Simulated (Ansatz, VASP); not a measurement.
# O in VASP and in Ansatz

The input POSCAR:

```
O
1.0
    1.4003877646      0.8085142529      3.5209836950
   -1.4003877646      0.8085142529      3.5209836950
    0.0000000000     -1.6170285058      3.5209836950
O
2
Direct
    0.0577000000      0.0577000000      0.0577000000
    0.9423000000      0.9423000000      0.9423000000
```

INCAR.step1

```
SYSTEM = O
ALGO = Normal
EDIFF = 1E-4
ENCUT = 520
GGA = PE
ISMEAR = 0
ISPIN = 2
LASPH = .TRUE.
LCHARG = .FALSE.
LREAL = .FALSE.
LWAVE = .TRUE.
MAGMOM = 0.61 0.61
NBANDS = 17
NELM = 150
PREC = Accurate
SIGMA = 0.05
```

The input INCAR.step2:

```
SYSTEM = O
ALGO = Normal
EDIFF = 1E-6
ENCUT = 520
ISIF = 2
ISMEAR = 0
ISPIN = 2
ISTART = 1
LASPH = .TRUE.
LCHARG = .TRUE.
LELF = .TRUE.
LMIXTAU = .TRUE.
LORBIT = 11
LREAL = .FALSE.
LVHAR = .TRUE.
LWAVE = .FALSE.
MAGMOM = 0.61 0.61
METAGGA = R2SCAN
NBANDS = 17
NELM = 150
PREC = Accurate
SIGMA = 0.05
```

KPOINTS

```
k-points
0
G
  12 12 12
  0 0 0
```

Input for Ansatz:

```yaml
crystal:
  lattice:
    - [1.4003877646, 0.8085142529, 3.520983695]
    - [-1.4003877646, 0.8085142529, 3.520983695]
    - [0.0, -1.6170285058, 3.520983695]
  atoms:
    - { symbol: O, position: [0.0577, 0.0577, 0.0577], spin: 0.61 }
    - { symbol: O, position: [0.9423, 0.9423, 0.9423], spin: 0.61 }
basis:
  ecutwfc: 500
kpoints:
  mp_grid: { grid: [12, 12, 12] }
hamiltonian:
  xc: r2scan
scf:
  occupations: { method: gaussian, width: 0.05 }
output:
  forces: true
  stress: true
  eigenvalues: true
  populations: true
magnetization:
  spin_polarized: true
```

Alike in both runs: task single point; functional r2SCAN; k mesh 12 × 12 × 12; occupations gaussian, width 0.05 eV; collinear spin.

```csv
,VASP,Ansatz
version,VASP 6.6.1,Ansatz 0.2.0
potentials or method,"VASP PAW PBE potentials, release 64 (O), cutoff 520 eV","scalar-relativistic, plane waves, PAW"
valence electrons in the cell,12,12
```

VASP gave:

```
pressure (GPa)                                                : -4.7
traceless stress, the component that is largest in VASP (GPa) : 10.07
rms of the force components (eV/Å)                            : 0.126
net moment per atom (μB)                                      : 0.00
size of the moment on the site where the two differ most (μB) : 0.00
```

**Question.** Which values does Ansatz return?

**Answer.** Pressure (GPa): 4.5; traceless stress, the component that is largest in VASP (GPa): -9.58; rms of the force components (eV/Å): 0.643; net moment per atom (μB): 1.00; size of the moment on the site where the two differ most (μB): 0.58.

The net moments are unlike, so the other rows may belong to different states. VASP's potentials were made for PBE, not for r2SCAN. Site moments also hang on the region over which each program counts them. Atom by atom the forces differ by 0.769 eV/Å (rms over components). Ansatz's warnings: stability check not made.

Noted on VASP's run: the standard files for N, O and F lose accuracy on very short bonds.
